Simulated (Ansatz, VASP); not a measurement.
# TeAu2S3 in VASP and in Ansatz

```
Te S Au
1.0
     4.98247    0.00000    0.00000
    -2.49124    4.31495    0.00000
     0.00000    0.00000    5.36108
Te S Au
1 3 2
Direct
  0.00000 0.00000 0.00000
  0.33333 0.66667 0.50000
  0.66667 0.33333 0.50000
  0.00000 0.00000 0.50000
  0.33333 0.66667 0.00000
  0.66667 0.33333 0.00000
```

Alike in both runs: functional PBE; k mesh 3 × 3 × 2; occupations gaussian, width 0.15 eV; no spin polarisation.

Ansatz relaxed the structure, and its values are those at the end. VASP's run is a single point on that final structure, the one shown.

|  | VASP | Ansatz |
| --- | --- | --- |
| version | VASP 6.6.1 | Ansatz 0.2.0 |
| potentials or method | VASP PAW PBE potentials, release 64 (Te, S, Au), cutoff 500 eV | scalar-relativistic, plane waves, PAW |
| valence electrons in the cell | 46 | 72 |

```csv
,VASP,Ansatz,Ansatz less VASP
gap on the k mesh at the Fermi level (eV),none,none,-
pressure (GPa),-0.3,-0.1,+0.20
```

A gap of «none» marks a metal or a gap that the smearing closes. VASP's potentials hold 46 valence electrons a cell and Ansatz's 72, so a difference there can come from the potentials and not from the codes.

The k mesh is coarse, so the values compare programs but aren't converged. Neither program's run includes spin-orbit coupling.
